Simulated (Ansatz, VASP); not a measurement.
Ge2Sb2Te5: VASP beside Ansatz

The input INCAR:

```
SYSTEM = Ge2Sb2Te5
PREC     = Accurate       ! precision mode
ENCUT    = 520            ! plane-wave cutoff, eV
EDIFF    = 1E-6           ! SCF threshold, eV
ISMEAR   = 0              ! smearing method
SIGMA    = 0.03           ! smearing width, eV
LREAL    = .FALSE.        ! projectors in reciprocal space
LASPH    = .TRUE.         ! aspherical terms in the spheres
NELM     = 100            ! most SCF steps
ALGO     = Fast           ! electronic algorithm
ISIF     = 2              ! what is computed and relaxed
LWAVE    = .FALSE.        ! write WAVECAR
LCHARG   = .FALSE.        ! write CHGCAR
GGA      = PE             ! functional
NBANDS   = 44             ! bands
```

KPOINTS

```
Automatic mesh
0
G
  12 12 2
  0 0 0
```

File POSCAR:

```
Ge2Sb2Te5
1.0
    4.5295345105      0.0000000000      0.0000000000
   -2.2647672552      3.9226919534      0.0000000000
    0.0000000000      0.0000000000     16.0300226326
Ge Sb Te
2 2 5
Direct
    0.0000000000      0.0000000000      0.3313200918
    0.0000000000      0.0000000000      0.6686799082
    0.3333333333      0.6666666667      0.1120971408
    0.6666666667      0.3333333333      0.8879028592
    0.0000000000      0.0000000000      0.0000000000
    0.3333333333      0.6666666667      0.7914345914
    0.6666666667      0.3333333333      0.2085654086
    0.3333333333      0.6666666667      0.4096023866
    0.6666666667      0.3333333333      0.5903976134
```

Input for Ansatz:

```yaml
crystal:
  lattice:
    - [4.5295345105, 0.0, 0.0]
    - [-2.2647672552, 3.9226919534, 0.0]
    - [0.0, 0.0, 16.0300226326]
  atoms:
    - { symbol: Ge, position: [0.0, 0.0, 0.3313200918] }
    - { symbol: Ge, position: [0.0, 0.0, 0.6686799082] }
    - { symbol: Sb, position: [0.3333333333, 0.6666666667, 0.1120971408] }
    - { symbol: Sb, position: [0.6666666667, 0.3333333333, 0.8879028592] }
    - { symbol: Te, position: [0.0, 0.0, 0.0] }
    - { symbol: Te, position: [0.3333333333, 0.6666666667, 0.7914345914] }
    - { symbol: Te, position: [0.6666666667, 0.3333333333, 0.2085654086] }
    - { symbol: Te, position: [0.3333333333, 0.6666666667, 0.4096023866] }
    - { symbol: Te, position: [0.6666666667, 0.3333333333, 0.5903976134] }
basis:
  ecutwfc: 420
kpoints:
  mp_grid: { grid: [12, 12, 2] }
hamiltonian:
  xc: pbe
scf:
  occupations: { method: gaussian, width: 0.03 }
output:
  forces: true
  stress: true
  eigenvalues: true
```

Alike in both runs: task single point; functional PBE; k mesh 12 × 12 × 2; occupations gaussian, width 0.03 eV; no spin polarisation.

```csv
,VASP,Ansatz
version,VASP 6.6.1,Ansatz 0.2.0
potentials or method,"VASP PAW PBE potentials, release 64 (Ge_d, Sb, Te), cutoff 520 eV","scalar-relativistic, plane waves, PAW"
valence electrons in the cell,68,138
```

```csv
,VASP,Ansatz,Ansatz less VASP
gap on the k mesh at the Fermi level (eV),none,none,-
pressure (GPa),-0.5,-0.5,+0.01
"traceless stress, the component that is largest in VASP (GPa)",3.09,3.11,+0.020
rms of the force components (eV/Å),0.103,0.100,-0.0029
```

Atom by atom the forces differ by 0.004 eV/Å (rms over components). A gap of «none» marks a metal or a gap that the smearing closes. With one functional, cell and mesh, what is left measures potentials, basis and numerics. VASP's potentials hold 68 valence electrons a cell and Ansatz's 138, so a difference there can come from the potentials and not from the codes.

Spin-orbit coupling is off throughout.
